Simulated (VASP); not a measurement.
# Mo (I4/mmm) in VASP: further runs

Runs on Mo. Level: r2SCAN. Tasks: single point.

Everything below comes from runs of VASP 6.6.1. Logs are shortened: lines on timing, memory, paths and dates and some standing lists are left out, and cuts for length are marked.

## Step 1: The cell of the first run

It takes space group I4/mmm (No. 139, tetragonal). The conventional cell has a = 2.539 Å, b = 2.539 Å, c = 5.077 Å, α = 90.00°, β = 90.00°, γ = 90.00°. Within 3.4 Å of Mo (site symmetry 4/mmm) lie 12 Mo at 2.54 to 3.11 Å.

## Step 2: Single point, r2SCAN

The input, POSCAR:

```
Mo
1.0
    0.0000000000      1.7952512894      2.5384853232
    1.7952512894      0.0000000000      2.5384853232
    1.7952512894      1.7952512894      0.0000000000
Mo
1
Direct
    0.0000000000      0.0000000000      0.0000000000
```

The input, INCAR.step1:

```
PREC     = Accurate       # precision mode
ENCUT    = 520            # plane-wave cutoff, eV
ISMEAR   = 0              # smearing method
SIGMA    = 0.15           # smearing width, eV
LREAL    = False          # projectors in reciprocal space
LASPH    = True           # aspherical terms in the spheres
NELM     = 60             # most SCF steps
NBANDS   = 13             # bands
GGA      = PE             # functional
ALGO     = Normal         # electronic algorithm
EDIFF    = 1E-4           # SCF threshold, eV
LWAVE    = True           # write WAVECAR
LCHARG   = False          # write CHGCAR
```

The input, INCAR.step2:

```
PREC     = Accurate       # precision mode
ENCUT    = 520            # plane-wave cutoff, eV
EDIFF    = 1E-6           # SCF threshold, eV
ISMEAR   = 0              # smearing method
SIGMA    = 0.15           # smearing width, eV
LREAL    = False          # projectors in reciprocal space
LASPH    = True           # aspherical terms in the spheres
NELM     = 60             # most SCF steps
ALGO     = Normal         # electronic algorithm
ISIF     = 2              # what is computed and relaxed
LWAVE    = False          # write WAVECAR
LCHARG   = True           # write CHGCAR
METAGGA  = R2SCAN         # meta-GGA
LMIXTAU  = True         
LELF     = True           # ELF
LVHAR    = True         
NBANDS   = 13             # bands
ISTART   = 1
```

The input, KPOINTS:

```
regular mesh
0
Gamma
  22 22 22
```

Potentials or basis: VASP PAW PBE potentials, release 64 (Mo_sv).

Run with:

```console
> cat potpaw_PBE.64/Mo_sv/POTCAR > POTCAR
> cp INCAR.step1 INCAR
> mpirun -np 1 vasp_std > vasp.out
> cp INCAR.step2 INCAR
> mpirun -np 1 vasp_std > vasp.out
```

OUTCAR:

```text
PREC = Accurate
   ENCUT = 520
   EDIFF = 1E-6
   ISMEAR = 0
   LREAL = False
   LASPH = True
   NELM = 60
   ISIF = 2
   METAGGA = R2SCAN
   ISTART = 1

 ion  position               nearest neighbor table
   1  0.000  0.000  0.000-

  LATTYP: Found a body centered tetragonal cell.
 ALAT       =     2.5388687213
 C/A-ratio  =     1.9996979772

  Lattice vectors:

 A1 = (  -1.7952512894,   0.0000000000,   2.5384853232)
 A2 = (   1.7952512894,   0.0000000000,   2.5384853232)
 A3 = (   0.0000000000,   1.7952512894,  -2.5384853232)

Analysis of symmetry for initial positions (statically):
=====================================================================
 Subroutine PRICEL returns:
 Original cell was already a primitive cell.

 Routine SETGRP: Setting up the symmetry group for a
 body centered tetragonal supercell.

 Subroutine GETGRP returns: Found 16 space group operations
 (whereof 16 operations were pure point group operations)
 out of a pool of 16 trial point group operations.

The static configuration has the point symmetry D_4h.

Analysis of symmetry for dynamics (positions and initial velocities):
=====================================================================
 Subroutine PRICEL returns:
 Original cell was already a primitive cell.

 Routine SETGRP: Setting up the symmetry group for a
 body centered tetragonal supercell.

 Subroutine GETGRP returns: Found 16 space group operations
 (whereof 16 operations were pure point group operations)
 out of a pool of 16 trial point group operations.

The dynamic configuration has the point symmetry D_4h.

 Subroutine INISYM returns: Found 16 space group operations
 (whereof 16 operations are pure point group operations),
 and found     1 'primitive' translations

----------------------------------------------------------------------------------------

                                     Primitive cell

  volume of cell :      16.3627

  direct lattice vectors                    reciprocal lattice vectors
     0.000000000  1.795251289  2.538485323    -0.278512542  0.278512542  0.196967851
     1.795251289  0.000000000  2.538485323     0.278512542 -0.278512542  0.196967851
     1.795251289  1.795251289  0.000000000     0.278512542  0.278512542 -0.196967851

  length of vectors
     3.109153410  3.109153410  2.538868721     0.440380298  0.440380298  0.440380298

  position of ions in fractional coordinates (direct lattice)
     0.000000000  0.000000000  0.000000000

  ion indices of the primitive-cell ions
   primitive index   ion index
                 1           1

----------------------------------------------------------------------------------------

 KPOINTS: regular mesh

Automatic generation of k-mesh.
 Grid dimensions read from file:
 generate k-points for:   22   22   22

 Generating k-lattice:

  Cartesian coordinates                     Fractional coordinates (reciprocal lattice)
    -0.012659661  0.012659661  0.008953084     0.045454545  0.000000000  0.000000000
     0.012659661 -0.012659661  0.008953084     0.000000000  0.045454545  0.000000000
     0.012659661  0.012659661 -0.008953084    -0.000000000 -0.000000000  0.045454545

  Length of vectors
     0.020017286  0.020017286  0.020017286

  Shift w.r.t. Gamma in fractional coordinates (k-lattice)
     0.000000000  0.000000000  0.000000000

 Subroutine IBZKPT returns following result:
 ===========================================

 Found    834 irreducible k-points:

 Following reciprocal coordinates:
            Coordinates               Weight
  0.000000  0.000000  0.000000      1.000000
  0.045455 -0.000000  0.000000      8.000000
  0.090909 -0.000000  0.000000      8.000000
  0.136364 -0.000000  0.000000      8.000000
  0.181818 -0.000000  0.000000      8.000000
  0.227273  0.000000  0.000000      8.000000
[... 16 lines left out ...]
  0.500000  0.045455  0.000000      8.000000
 -0.454545  0.045455  0.000000      8.000000
 [... further k-points ...]
   k-points           NKPTS =    834   k-points in BZ     NKDIM =    834   number of bands    NBANDS=     13
   number of dos      NEDOS =    301   number of ions     NIONS =      1
   total plane-waves  NPLWV =  11520
   dimension x,y,z NGX =    24 NGY =   24 NGZ =   20
   dimension x,y,z NGXF=    48 NGYF=   48 NGZF=   40
   ions per type =               1
   NGX,Y,Z   is equivalent  to a cutoff of  12.83, 12.83, 13.10 a.u.
   NGXF,Y,Z  is equivalent  to a cutoff of  25.67, 25.67, 26.19 a.u.
 SYSTEM =  unknown system
   PREC   = accura    normal or accurate (medium, high low for compatibility)
   ISTART =      1    job   : 0-new  1-cont  2-samecut
   ICHARG =      0    charge: 1-file 2-atom 10-const
   ISPIN  =      1    spin polarized calculation?
   LNONCOLLINEAR =      F non collinear calculations
   LSORBIT =      F    spin-orbit coupling
   LASPH  =      T    aspherical Exc in radial PAW
   ENCUT  =  520.0 eV  38.22 Ry    6.18 a.u.   5.78  5.78  4.72*2*pi/ulx,y,z
   NELM   =     60;   NELMIN=  2; NELMDL=  0     # of ELM steps
   EDIFF  = 0.1E-05   stopping-criterion for ELM
   LREAL  =      F    real-space projection
   EDIFFG = 0.1E-04   stopping-criterion for IOM
   NSW    =      0    number of steps for IOM
   IBRION =     -1    ionic relax: 0-MD 1-quasi-New 2-CG
   NFREE  =      0    steps in history (QN), initial steepest desc. (CG)
   ISIF   =      2    stress and relaxation
   ISYM   =      2    0-nonsym 1-usesym 2-fastsym
   POTIM  = 0.5000    time-step for ionic-motion
   TEBEG  =    0.0;   TEEND  =   0.0 temperature during run
   PSTRESS=    0.0 pullay stress
   NELECT =      14.0000    total number of electrons
   NUPDOWN=      -1.0000    fix difference up-down
   EMIN   =  10.00;   EMAX   =-10.00  energy-range for DOS
   EFERMI =   0.00;   METHOD = LEGACY
   ISMEAR =     0;   SIGMA  =   0.15  broadening in eV -4-tet -1-fermi 0-gaus
   EFERMI_NEDOS =   21; number of points for ismear=-14 and -15
   IALGO  =     38    algorithm
   IMIX   =      4    mixing-type and parameters
     AMIX     =   0.40;   BMIX     =  1.00
     AMIX_MAG =   1.60;   BMIX_MAG =  1.00
  volume/ion in A,a.u.               =      16.36       110.42
  Fermi-wavevector in a.u.,A,eV,Ry     =   1.554172  2.936960 32.864208  2.415451
  Thomas-Fermi vector in A             =   2.658297
   LORBIT       =      0    0 simple, 1 ext, 2 COOP (PROOUT), +10 PAW based schemes
   METAGGA = R2SCAN    functional components
   LHFCALC =     F    Hartree Fock is set to
   AEXX    =    0.0000 exact exchange contribution
   IVDW    =     0    specifies the selected vdW correction
   LEPSILON=     F    determine dielectric tensor
   LRPA    =     F    only Hartree local field effects (RPA)
 non-spin polarized calculation
 Gauss-broadening in eV      SIGMA  =   0.15
  energy-cutoff  :      520.00
  volume of cell :       16.36
 maximum number of plane-waves:       482
   NGX = 11   NGY = 11   NGZ =  9

 number of electron      13.9999999 magnetization

 Free energy of the ion-electron system (eV)
  ---------------------------------------------------
  ext. energy  EPLUGINS =         0.00000000
  ---------------------------------------------------
  free energy    TOTEN  =       -25.60798175 eV

  energy without entropy =      -25.60120653  energy(sigma->0) =      -25.60459414

 E-fermi :  11.9410     XC(G=0): -14.2657

 val. band max:       11.9298346569   @ k =   0.2273   0.0000   0.2273
 cond. band min:      11.9446850629   @ k =  -0.4545   0.0909   0.4545
 fundamental gap:      0.0148504060
 Fermi energy:        11.9409721963

 k-point     1 :       0.0000    0.0000    0.0000
  band No.  band energies     occupation
      1     -51.4013      2.00000
      2     -24.2759      2.00000
      3     -23.6136      2.00000
      4     -23.6136      2.00000
      5       4.4404      2.00000
      6       7.8804      2.00000
      7       9.6844      2.00000
      8      12.9984      0.00000
      9      12.9984      0.00000
     10      16.2380      0.00000
     11      25.1678      0.00000
     12      26.7918      0.00000
     13      34.5488      0.00000

 k-point     2 :       0.0455   -0.0000    0.0000
  band No.  band energies     occupation
      1     -51.3949      2.00000
      2     -24.2790      2.00000
      3     -23.6563      2.00000
      4     -23.6112      2.00000
      5       4.5316      2.00000
      6       7.9425      2.00000
      7       9.7205      2.00000
      8      12.8609      0.00000
      9      13.0304      0.00000
     10      16.1495      0.00000
     11      25.3194      0.00000
     12      26.9552      0.00000
     13      33.8043      0.00000

 k-point     3 :       0.0909   -0.0000    0.0000
  band No.  band energies     occupation
      1     -51.3761      2.00000
      2     -24.2888      2.00000
      3     -23.7792      2.00000
      4     -23.6042      2.00000
      5       4.7947      2.00000
      6       8.1176      2.00000
      7       9.8314      2.00000
      8      12.5023      0.00000
      9      13.1238      0.00000
     10      15.9003      0.00000
     11      25.6879      0.00000
     12      27.4550      0.00000
     13      32.5018      0.00000

 k-point     4 :       0.1364   -0.0000    0.0000
  band No.  band energies     occupation
      1     -51.3464      2.00000
      2     -24.3071      2.00000
      3     -23.9668      2.00000
      4     -23.5932      2.00000
      5       5.1979      2.00000
      6       8.3717      2.00000
      7      10.0107      2.00000
      8      12.0686      0.22871
      9      13.2695      0.00000
     10      15.5345      0.00000
     11      26.1059      0.00000
     12      28.2197      0.00000
     13      31.2407      0.00000

 k-point     5 :       0.1818   -0.0000    0.0000
  band No.  band energies     occupation
      1     -51.3079      2.00000
      2     -24.3528      2.00000
      3     -24.1804      2.00000
      4     -23.5789      2.00000
      5       5.6871      2.00000
      6       8.6486      2.00000
      7      10.1814      2.00000
      8      11.8090      1.78654
      9      13.4474      0.00000
     10      15.1142      0.00000
     11      26.4268      0.00000
     12      28.7787      0.00000
     13      30.4160      0.00000
[... 257 lines left out ...]
 k-point    22 :       0.4545    0.0455    0.0000
  band No.  band energies     occupation
      1     -51.0967      2.00000
      2     -25.4466      2.00000
      3     -24.3989      2.00000
      4     -23.5077      2.00000
      5       6.7771      2.00000
      6       8.6956      2.00000
      7      12.7594      0.00000
      8      12.8706      0.00000
      9      15.0012      0.00000
     10      15.1242      0.00000
     11      23.5106      0.00000
     12      24.1974      0.00000
     13      32.6925      0.00000

 k-point    23 :       0.5000    0.0455    0.0000
  band No.  band energies     occupation
      1     -51.0789      2.00000
      2     -25.5476      2.00000
      3     -24.3950      2.00000
      4     -23.4984      2.00000
      5       6.7242      2.00000
      6       8.7434      2.00000
      7      12.7296      0.00000
      8      13.0678      0.00000
      9      15.1755      0.00000
     10      15.4210      0.00000
     11      23.3867      0.00000
     12      23.8496      0.00000
     13      32.0184      0.00000

 k-point    24 :      -0.4545    0.0455    0.0000
  band No.  band energies     occupation
      1     -51.0743      2.00000
      2     -25.5785      2.00000
      3     -24.3854      2.00000
      4     -23.4937      2.00000
      5       6.7289      2.00000
      6       8.7825      2.00000
      7      12.6869      0.00000
      8      12.8382      0.00000
      9      15.1398      0.00000
     10      15.7225      0.00000
     11      23.6115      0.00000
     12      23.7302      0.00000
     13      31.8750      0.00000

 [... further k-points ...]
[... 5 lines left out ...]
  --------------------------------------------------------------------------------------
  -------------------------------------------------------------------------------------
  Total        1.1428356      1.1428356     -2.2681488      0.0000000      0.0000000      0.0000000
  in kB      111.9023502    111.9023502   -222.0889653      0.0000000      0.0000000      0.0000000
  external PRESSURE =       0.5719117 kB  Pullay stress =       0.0000000 kB

 VOLUME and BASIS-vectors are now :
 -----------------------------------------------------------------------------
  energy-cutoff  :      520.00
  volume of cell :       16.36
      direct lattice vectors                 reciprocal lattice vectors
     0.000000000  1.795251289  2.538485323    -0.278512542  0.278512542  0.196967851
     1.795251289  0.000000000  2.538485323     0.278512542 -0.278512542  0.196967851
     1.795251289  1.795251289  0.000000000     0.278512542  0.278512542 -0.196967851

 POSITION                                       TOTAL-FORCE (eV/Angst)
 -----------------------------------------------------------------------------------
      0.00000      0.00000      0.00000         0.000000      0.000000      0.000000
 -----------------------------------------------------------------------------------
    total drift:                               -0.000000      0.000000      0.000000

  FREE ENERGIE OF THE ION-ELECTRON SYSTEM (eV)
  ---------------------------------------------------
  free  energy   TOTEN  =       -25.6079817520 eV

  energy  without entropy=      -25.6012065293  energy(sigma->0) =      -25.60459414
```

Wall time 11 min (1 thread of Intel Xeon 8259CL, shared host); peak memory 0.29 GiB.

What came out:

- Free energy: -25.6080 eV
- Pressure: 0.1 GPa
- Band gap on the k mesh: zero (bands 7 and 8 overlap by 2.39 eV)

Caveat: the stress differs along the axes, from -22 to 11 GPa; the PAW data sets were made with another functional, which shifts forces and pressure a little.

## Step 3: Single point, r2SCAN

This run uses another cell than the first one, of the same volume but with other edges.

The input, POSCAR:

```
Mo
1.0
    0.0000000000      2.1271693918      1.8080939831
    2.1271693918      0.0000000000      1.8080939831
    2.1271693918      2.1271693918      0.0000000000
Mo
1
Direct
    0.0000000000      0.0000000000      0.0000000000
```

The input, INCAR.step1:

```
SYSTEM = Mo
PREC = Accurate
ENCUT = 520
ISMEAR = 0
SIGMA = 0.15
LREAL = .FALSE.
LASPH = .TRUE.
NELM = 80
NBANDS = 13
GGA = PE
ALGO = Normal
EDIFF = 1E-4
LWAVE = .TRUE.
LCHARG = .FALSE.
```

The input, INCAR.step2:

```
SYSTEM = Mo
PREC = Accurate
ENCUT = 520
EDIFF = 1E-6
ISMEAR = 0
SIGMA = 0.15
LREAL = .FALSE.
LASPH = .TRUE.
NELM = 80
ALGO = Normal
ISIF = 2
LWAVE = .FALSE.
LCHARG = .FALSE.
METAGGA = R2SCAN
LMIXTAU = .TRUE.
NBANDS = 13
ISTART = 1
```

The input, KPOINTS:

```
regular mesh
0
G
  22 22 22
  0 0 0
```

Potentials or basis: VASP PAW PBE potentials, release 64 (Mo_sv).

Run with:

```console
> cat potpaw_PBE.64/Mo_sv/POTCAR > POTCAR
> cp INCAR.step1 INCAR
> mpirun -np 1 vasp_std > vasp.out
> cp INCAR.step2 INCAR
> mpirun -np 1 vasp_std > vasp.out
```

It took 8.3 min on 1 thread of Intel Xeon 8259CL, shared host; peak memory 0.29 GiB.

The run converged. Its results:

| Item | Value |
| --- | --- |
| Free energy | -25.7927 eV |
| Pressure | -7.1 GPa |
| Band gap on the k mesh | zero (bands 7 and 8 overlap by 4.66 eV) |

Stress tensor (GPa, compression positive):
```
  3.12   0.00   0.00
  0.00   3.12   0.00
  0.00   0.00 -27.66
```

Levels at points of the mesh, in eV from the Fermi level:
| k point | band 5 | band 6 | band 7 | band 8 | band 9 | band 10 |
| --- | --- | --- | --- | --- | --- | --- |
| (0.00, 0.00, 0.00) | -7.45 | -1.56 | -1.56 | 0.27 | 0.37 | 2.56 |
| (0.50, 0.00, 0.00) | -5.18 | -2.35 | 0.16 | 1.13 | 3.07 | 4.26 |
| (0.50, 0.50, 0.00) | -5.38 | -4.98 | 3.68 | 4.17 | 4.17 | 6.03 |
| (0.50, 0.00, 0.50) | -5.37 | -4.44 | 2.55 | 3.33 | 3.37 | 4.77 |

Caveat: the stress differs along the axes, from -28 to 3 GPa; the PAW data sets were made with another functional, which shifts forces and pressure a little.

## Step 4: Single point, r2SCAN

This run uses another cell than the first one, of the same volume but with other edges.

The input, POSCAR:

```
Mo
1.0
    0.0000000000      1.8961875982      2.2754251178
    1.8961875982      0.0000000000      2.2754251178
    1.8961875982      1.8961875982      0.0000000000
Mo
1
Direct
    0.0000000000      0.0000000000      0.0000000000
```

The input, INCAR.step1:

```
ALGO = Normal ; EDIFF = 1E-4
ENCUT = 520 ; GGA = PE
ISMEAR = 0 ; LASPH = True
LCHARG = False ; LREAL = False
LWAVE = True ; NBANDS = 13
NELM = 60 ; PREC = Accurate
SIGMA = 0.15
```

The input, INCAR.step2:

```
ALGO = Normal ; EDIFF = 1E-6
ENCUT = 520 ; ISIF = 2
ISMEAR = 0 ; ISTART = 1
LASPH = True ; LCHARG = False
LMIXTAU = True ; LREAL = False
LWAVE = False ; METAGGA = R2SCAN
NBANDS = 13 ; NELM = 60
PREC = Accurate ; SIGMA = 0.15
```

The input, KPOINTS:

```
k-points
0
Gamma
  22 22 22
```

Run with:

```console
> cat potpaw_PBE.64/Mo_sv/POTCAR > POTCAR
> cp INCAR.step1 INCAR
> mpirun -np 1 vasp_std > vasp.out
> cp INCAR.step2 INCAR
> mpirun -np 1 vasp_std > vasp.out
```

Run time: 9.8 min. Hardware: 1 thread of Intel Xeon 8259CL, shared host; peak memory 0.28 GiB.

It converged, with:

| Item | Value |
| --- | --- |
| Free energy | -25.7116 eV |
| Pressure | -5.4 GPa |
| Band gap on the k mesh | zero (bands 7 and 8 overlap by 3.46 eV) |

Stress tensor (GPa, compression positive):
```
-8.35  0.00  0.00
 0.00 -8.35  0.00
 0.00  0.00  0.53
```

Levels at points of the mesh, in eV from the Fermi level:
```tsv
k point	band 4	band 5	band 6	band 7	band 8	band 9	band 10	band 11
(0.00, 0.00, 0.00)	-35.61	-7.44	-2.67	-0.26	-0.03	-0.03	3.22	13.73
(0.50, 0.00, 0.00)	-35.62	-5.17	-2.33	0.06	1.14	3.27	3.99	11.21
(0.50, 0.50, 0.00)	-35.85	-5.34	-4.73	1.33	4.07	4.07	4.13	11.30
(0.50, 0.00, 0.50)	-36.11	-5.47	-4.62	2.82	3.18	4.94	5.47	10.53
```

Caveat: the stress differs along the axes, from -8 to 1 GPa; the PAW data sets were made with another functional, which shifts forces and pressure a little.

## Step 5: Summary

```tsv
cell	gap on the mesh (eV)	pressure (GPa)
a = 3.109, b = 3.109, c = 2.539 Å, angles 65.9, 65.9, 48.2°, 1 atom	none	0.1
a = 2.792, b = 2.792, c = 3.008 Å, angles 57.4, 57.4, 65.2°, 1 atom	none	-7.1
a = 2.962, b = 2.962, c = 2.682 Å, angles 63.1, 63.1, 53.8°, 1 atom	none	-5.4
```

Alike in all rows: task single point; level r2SCAN; potentials or basis VASP PAW PBE potentials, release 64 (Mo_sv); no spin polarisation; k mesh 22 × 22 × 22; cutoff (eV) 520; smearing gaussian 0.15 eV.

Caveats: the PAW data sets were made with another functional, which shifts forces and pressure a little; the stress differs along the axes, from -22 to 11 GPa (at least some runs); the stress differs along the axes, from -28 to 3 GPa (at least some runs); the stress differs along the axes, from -8 to 1 GPa (at least some runs).

Absolute energies hang on the potentials; compare differences alone.
